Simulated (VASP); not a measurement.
Al4SbP3, 8 atoms in the cell. It takes space group P-4m2 (No. 115, tetragonal). Conventional cell: a = 3.980 Å, b = 3.980 Å, c = 11.233 Å, α = 90.00°, β = 90.00°, γ = 90.00°. Within 3.2 Å of P (site symmetry 2mm) lie 4 Al at 2.39 Å. Within 3.2 Å of P (site symmetry -4m2) lie 4 Al at 2.39 Å. Al (site symmetry 2mm) has 4 P at 2.39 Å within 3.2 Å. Al (site symmetry 2mm) has 2 P at 2.39 Å and 2 Sb at 2.59 Å within 3.2 Å. Sb (site symmetry -4m2) has 4 Al at 2.59 Å within 3.4 Å. 

| Quantity | Value |
| --- | --- |
| Program | VASP 6.6.1 |
| Task | single point |
| Functional | PBE |
| Potentials or basis | VASP PAW PBE potentials, release 64 (P, Al, Sb) |
| Cutoff | 520 eV |
| k mesh | 6 × 6 × 2 |
| Occupations | gaussian, width 0.01 eV |
| Spin | no spin polarisation |
| Dipole correction | no |
| Further INCAR settings | ALGO = Normal; EDIFF = 1e-06; NBANDS = 26 |

Potentials or basis: VASP PAW PBE potentials, release 64 (P, Al, Sb).

The run is started by

```bash
$ cat potpaw_PBE.64/P/POTCAR potpaw_PBE.64/Al/POTCAR potpaw_PBE.64/Sb/POTCAR > POTCAR
$ mpirun -np 1 vasp_std > vasp.out
```

Hardware: 1 thread of Intel(R) Xeon(R) Platinum 8259CL CPU @ 2.50GHz (Skylake/Cascade Lake), on a shared host.

Question: How long does it take, and how much memory?

Answer: It took 2.3 min on 1 thread of Intel(R) Xeon(R) Platinum 8259CL CPU @ 2.50GHz (Skylake/Cascade Lake), with other jobs on the host, peak memory 0.3 GiB. Counts: scf iterations 14, k points 20.
